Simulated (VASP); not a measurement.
# BP: single point with PBE

Crystal: BP.

```xyz
2
Lattice="0.0000 2.2742 2.2742 2.2742 0.0000 2.2742 2.2742 2.2742 0.0000" Properties=species:S:1:pos:R:3 pbc="T T T"
B     0.0000    0.0000    0.0000
P     1.1371    1.1371    1.1371
```

```yaml
Program: VASP 6.6.1
Task: single point
Functional: PBE
Potentials_or_basis: VASP PAW PBE potentials, release 64 (B, P)
Cutoff: 520 eV
k_mesh: 10 × 10 × 10
Occupations: gaussian, width 0.02 eV
Spin: no spin polarisation
```

```json
{
  "Pressure": "-0.2 GPa",
  "Band gap on the k mesh": "1.25 eV, indirect (least direct gap 3.39 eV)"
}
```

Levels at points of the mesh, in eV from the valence-band top:
```
           k point  band 1  band 2  band 3  band 4  band 5  band 6  band 7  band 8
(0.00, 0.00, 0.00)  -15.40    0.00    0.00    0.00    3.39    3.39    3.39    7.27
(0.50, 0.00, 0.00)  -12.10   -8.98   -1.75   -1.75    3.74    4.71    4.71   10.10
(0.50, 0.50, 0.00)  -10.58   -8.55   -4.09   -4.09    1.35    1.67   12.06   12.06
```

Run time: 6.1 s on 1 thread of Intel(R) Xeon(R) Platinum 8488C (Sapphire Rapids) (shared host), peak memory 0.13 GiB.

A k mesh can miss the band edges. Expect the measured gap to be larger: semilocal functionals such as PBE lack the derivative discontinuity.
